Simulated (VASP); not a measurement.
# Co (P6_3/mmc) in VASP: further runs, part 2 of 2

VASP 6.6.1. Earlier steps stand in the parts before.

### 3 Single point, PBEsol, collinear spin, ferromagnetic start

This run uses another cell than the first one, of the same volume but with other edges.

Input file INCAR:

```
SYSTEM = Co
PREC     = Accurate       ! precision mode
ENCUT    = 520            ! plane-wave cutoff, eV
EDIFF    = 1E-6           ! SCF threshold, eV
ISMEAR   = 0              ! smearing method
SIGMA    = 0.15           ! smearing width, eV
LREAL    = .False.        ! projectors in reciprocal space
LASPH    = .True.         ! aspherical terms in the spheres
NELM     = 150            ! most SCF steps
ALGO     = Fast           ! electronic algorithm
ISIF     = 2              ! what is computed and relaxed
LWAVE    = .False.        ! write WAVECAR
LCHARG   = .False.        ! write CHGCAR
ISPIN    = 2              ! spin polarisation
MAGMOM   = 1.79 1.79      ! initial moments
LORBIT   = 11             ! projections on sites
LMAXMIX  = 4              ! l up to which the mixer works
GGA      = PS             ! functional
NBANDS   = 20             ! bands
```

Input file KPOINTS:

```
regular mesh
0
Gamma
  21 21 12
  0 0 0
```

Input file POSCAR:

```
Co
1.0
    2.3737000000      0.0000000000      0.0000000000
   -1.1868500000      2.0556845010      0.0000000000
    0.0000000000      0.0000000000      4.0996000000
Co
2
Direct
    0.3333333333      0.6666666667      0.2500000000
    0.6666666667      0.3333333333      0.7500000000
```

Potentials or basis: VASP PAW PBE potentials, release 64 (Co).

Started as:

```console
$ cat potpaw_PBE.64/Co/POTCAR > POTCAR
$ mpirun -np 1 vasp_std > vasp.out
```

OUTCAR:

```text
SYSTEM = Co
   PREC = Accurate
   ENCUT = 520
   EDIFF = 1E-6
   ISMEAR = 0
   LREAL = .False.
   LASPH = .True.
   NELM = 150
   ISIF = 2
   ISPIN = 2
   LORBIT = 11
   GGA = PS

 ion  position               nearest neighbor table
   1  0.333  0.667  0.250-   2 2.47   2 2.47   2 2.47   2 2.47   2 2.47   2 2.47
   2  0.667  0.333  0.750-   1 2.47   1 2.47   1 2.47   1 2.47   1 2.47   1 2.47

  LATTYP: Found a hexagonal cell.
 ALAT       =     2.3737000000
 C/A-ratio  =     1.7270927244

  Lattice vectors:

 A1 = (   2.3737000000,   0.0000000000,   0.0000000000)
 A2 = (  -1.1868500000,   2.0556845010,   0.0000000000)
 A3 = (   0.0000000000,   0.0000000000,   4.0996000000)

Analysis of symmetry for initial positions (statically):
=====================================================================
 Subroutine PRICEL returns:
 Original cell was already a primitive cell.

 Routine SETGRP: Setting up the symmetry group for a
 hexagonal supercell.

 Subroutine GETGRP returns: Found 24 space group operations
 (whereof 12 operations were pure point group operations)
 out of a pool of 24 trial point group operations.

[... 1296 lines left out ...]
     20      39.7116      0.00000

 [... further k-points ...]

------------------------ aborting loop because EDIFF is reached ----------------------------------------

  FORCE on cell =-STRESS in cart. coord.  units (eV):
  Direction    XX          YY          ZZ          XY          YZ          ZX
  --------------------------------------------------------------------------------------
  -------------------------------------------------------------------------------------
  Total        2.3291030      2.3291030     -0.8199875      0.0000000      0.0000000      0.0000000
  in kB      186.5415148    186.5415148    -65.6740878      0.0000000      0.0000000      0.0000000
  external PRESSURE =     102.4696472 kB  Pullay stress =       0.0000000 kB

 VOLUME and BASIS-vectors are now :
 -----------------------------------------------------------------------------
  energy-cutoff  :      520.00
  volume of cell :       20.00
      direct lattice vectors                 reciprocal lattice vectors
     2.373700000  0.000000000  0.000000000     0.421283229  0.243227985  0.000000000
    -1.186850000  2.055684501  0.000000000     0.000000000  0.486455971  0.000000000
     0.000000000  0.000000000  4.099600000     0.000000000  0.000000000  0.243926237

 POSITION                                       TOTAL-FORCE (eV/Angst)
 -----------------------------------------------------------------------------------
     -0.00000      1.37046      1.02490         0.000000      0.000000      0.000000
      1.18685      0.68523      3.07470        -0.000000     -0.000000      0.000000
 -----------------------------------------------------------------------------------
    total drift:                                0.000000     -0.000000     -0.000000

  FREE ENERGIE OF THE ION-ELECTRON SYSTEM (eV)
  ---------------------------------------------------
  free  energy   TOTEN  =       -15.3955652886 eV

  energy  without entropy=      -15.3756137685  energy(sigma->0) =      -15.38558953

 total charge

# of ion       s       p       d       tot
------------------------------------------
    1        0.527   0.601   7.320   8.448
    2        0.527   0.601   7.320   8.448
--------------------------------------------------
tot          1.054   1.203  14.639  16.896

 magnetization (x)

# of ion       s       p       d       tot
------------------------------------------
    1       -0.014  -0.049   1.625   1.562
    2       -0.014  -0.049   1.625   1.562
--------------------------------------------------
tot         -0.028  -0.098   3.249   3.123
```

stdout:

```text
POSCAR found type information on POSCAR Co
 POSCAR found :  1 types and       2 ions
 scaLAPACK will be used
 -----------------------------------------------------------------------------
|                                                                             |
|                                                                             |
|     You enforced a specific xc type in the INCAR file but a different       |
|     I HOPE YOU KNOW WHAT YOU ARE DOING!                                     |
|                                                                             |
 -----------------------------------------------------------------------------

 LDA part: xc-table for (Slater+PW92), standard interpolation
 POSCAR, INCAR and KPOINTS ok, starting setup
 FFT: planning ... GRIDC
 FFT: planning ... GRID_SOFT
 FFT: planning ... GRID
 WAVECAR not read
 entering main loop
WARNING in EDDRMM: call to ZHEGV failed, returncode =   8  4     19
WARNING in EDDRMM: call to ZHEGV failed, returncode =   8  4     20
WARNING in EDDRMM: call to ZHEGV failed, returncode =   8  4     18
WARNING in EDDRMM: call to ZHEGV failed, returncode =   6  3     20
```

Run time: 5.9 min. Hardware: 1 thread of Oxide Virtual Turin-like, shared host; peak memory 0.25 GiB.

Results:

```
Free energy                                           : -15.3956 eV
Pressure                                              : 10.2 GPa
Net moment                                            : 3.13 μB per cell
Site moments                                          : Co +1.56 μB
Valence electrons inside the program's atomic spheres : Co 8.45
```

Levels at points of the mesh, in eV from the Fermi level:
Spin up:
```tsv
k point	band 7	band 8	band 9	band 10	band 11	band 12	band 13	band 14
(0.00, 0.00, 0.00)	-2.40	-1.73	-1.73	-0.96	-0.74	-0.74	6.09	23.49
(0.00, 0.00, 0.50)	-2.69	-2.69	-1.07	-1.07	-1.07	-1.07	14.18	14.18
```
Spin down:
```
           k point  band 4  band 5  band 6  band 7  band 8  band 9  band 10  band 11
(0.00, 0.00, 0.00)   -1.14   -1.14   -0.91   -0.82   -0.82    0.04     0.04     1.12
(0.00, 0.00, 0.50)   -2.08   -1.13   -1.13   -1.13   -1.13    0.75     0.75     0.75
```

Caveat: the stress differs along the axes, from -7 to 19 GPa; the PAW data sets were made with another functional, which shifts forces and pressure a little.

### 4 Single point, PBEsol, collinear spin, ferromagnetic start

This run uses another cell than the first one, of 10.11 Å³/atom.

Input file INCAR:

```
  PREC = Accurate
  ENCUT = 520
  EDIFF = 1E-7
  ISMEAR = 0
  SIGMA = 0.15
  LREAL = False
  LASPH = True
  NELM = 150
  ALGO = Fast
  ISIF = 2
  LWAVE = False
  LCHARG = False
  ISPIN = 2
  MAGMOM = 1.79 1.79
  LORBIT = 11
  LMAXMIX = 4
  GGA = PS
  NBANDS = 20
```

Input file KPOINTS:

```
regular mesh
0
Gamma
  21 21 12
```

Input file POSCAR:

```
Co
1.0
    2.5292000000      0.0000000000      0.0000000000
   -1.2646000000      2.1903514513      0.0000000000
    0.0000000000      0.0000000000      3.6500000000
Co
2
Direct
    0.3333333333      0.6666666667      0.2500000000
    0.6666666667      0.3333333333      0.7500000000
```

Started as:

```console
$ cat potpaw_PBE.64/Co/POTCAR > POTCAR
$ mpirun -np 1 vasp_std > vasp.out
```

It took 5.2 min on 1 thread of Oxide Virtual Turin-like, shared host; peak memory 0.25 GiB.

Results (log left out):

- Free energy: -15.2947 eV
- Pressure: 8.5 GPa
- Net moment: 3.00 μB per cell
- Site moments: Co +1.50 μB
- Valence electrons inside the program's atomic spheres: Co 8.44

Stress tensor (GPa, compression positive):
```
-3.45  0.00  0.00
 0.00 -3.45  0.00
 0.00  0.00 32.45
```

Levels at points of the mesh, in eV from the Fermi level:
Spin up:
```
           k point  band 7  band 8  band 9  band 10  band 11  band 12  band 13  band 14
(0.00, 0.00, 0.00)   -2.19   -2.19   -2.04    -0.53    -0.53     1.36     8.82    21.05
(0.00, 0.00, 0.50)   -2.58   -2.58   -0.85    -0.85    -0.85    -0.85    18.86    18.86
```
Spin down:
```tsv
k point	band 4	band 5	band 6	band 7	band 8	band 9	band 10	band 11
(0.00, 0.00, 0.00)	-1.19	-0.77	-0.77	-0.60	-0.60	-0.40	1.12	1.12
(0.00, 0.00, 0.50)	-1.48	-1.48	-1.48	-1.21	-1.21	0.82	0.82	0.82
```

Caveat: the stress differs along the axes, from -3 to 32 GPa; the PAW data sets were made with another functional, which shifts forces and pressure a little.

### 5 The runs side by side

| cell | gap on the mesh (eV) | pressure (GPa) | moment (μB) |
| --- | --- | --- | --- |
| a = 2.456, b = 2.456, c = 3.835 Å, angles 90.0, 90.0, 120.0°, 2 atoms | none | 8.4 | 3.05 |
| a = 2.374, b = 2.374, c = 4.100 Å, angles 90.0, 90.0, 120.0°, 2 atoms | none | 10.2 | 3.13 |
| a = 2.529, b = 2.529, c = 3.650 Å, angles 90.0, 90.0, 120.0°, 2 atoms | none | 8.5 | 3.00 |

Alike in all rows: task single point; level PBEsol; potentials or basis VASP PAW PBE potentials, release 64 (Co); spin collinear, ferromagnetic start; k mesh 21 × 21 × 12; cutoff (eV) 520; smearing gaussian 0.15 eV.

Caveats: the PAW data sets were made with another functional, which shifts forces and pressure a little; the stress differs along the axes, from 4 to 17 GPa (at least some runs); the stress differs along the axes, from -7 to 19 GPa (at least some runs); the stress differs along the axes, from -3 to 32 GPa (at least some runs).

Total energies depend on the potentials used, so only differences within one code and one set of settings carry meaning.
